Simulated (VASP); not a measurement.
Wanted: the native input for a VASP 6.6.1 run.

```
Task                   : single point
Functional             : r2SCAN
Potentials or basis    : VASP PAW PBE potentials, release 64 (Zr_sv, C)
Cutoff                 : 660 eV
k mesh                 : 6 × 6 × 6
Occupations            : gaussian, width 0.1 eV
Spin                   : no spin polarisation
Dipole correction      : no
Further INCAR settings : ALGO = Normal; EDIFF = 1e-06; NBANDS = 15
```

ZrC:

```
Zr C
1.0
     0.00000    2.35021    2.35021
     2.35021    0.00000    2.35021
     2.35021    2.35021    0.00000
Zr C
1 1
Direct
  0.50000 0.50000 0.50000
  0.00000 0.00000 0.00000
```

These files were run (other wordings do the same):

POSCAR

```
ZrC
1.0
    0.0000000000      2.3502100000      2.3502100000
    2.3502100000      0.0000000000      2.3502100000
    2.3502100000      2.3502100000      0.0000000000
Zr C
1 1
Direct
    0.5000000000      0.5000000000      0.5000000000
    0.0000000000      0.0000000000      0.0000000000
```

INCAR.step1

```
PREC = Accurate
ENCUT = 660
ISMEAR = 0
SIGMA = 0.1
LREAL = False
LASPH = True
NELM = 120
NBANDS = 15
GGA = PE
ALGO = Normal
EDIFF = 1E-5
LWAVE = True
LCHARG = False
GGA_COMPAT = False
```

INCAR.step2

```
PREC = Accurate
ENCUT = 660
EDIFF = 1E-6
ISMEAR = 0
SIGMA = 0.1
LREAL = False
LASPH = True
NELM = 120
ALGO = Normal
ISIF = 2
LWAVE = False
LCHARG = True
METAGGA = R2SCAN
LMIXTAU = True
LELF = True
LVHAR = True
NBANDS = 15
ISTART = 1
GGA_COMPAT = False
```

KPOINTS

```
Automatic mesh
0
Gamma
  6 6 6
```

Potentials or basis: VASP PAW PBE potentials, release 64 (Zr_sv, C).

Launch:

```sh
$ cat potpaw_PBE.64/Zr_sv/POTCAR potpaw_PBE.64/C/POTCAR > POTCAR
$ cp INCAR.step1 INCAR
$ mpirun -np 1 vasp_std > vasp.out
$ cp INCAR.step2 INCAR
$ mpirun -np 1 vasp_std > vasp.out
```

Results of the run:

| Item | Value |
| --- | --- |
| Pressure | 1.8 GPa |
| Band gap on the k mesh | zero (band 8 reaches 10.58 eV, above the bottom of band 9 at 9.35 eV) |

Caveat: the k points lie up to 0.39 Å⁻¹ apart; the PAW data sets were made with another functional, which shifts forces and pressure a little.

Wall time 41 s on 1 thread of Intel(R) Xeon(R) Platinum 8488C (Sapphire Rapids), with other jobs on the host, peak memory 0.16 GiB.
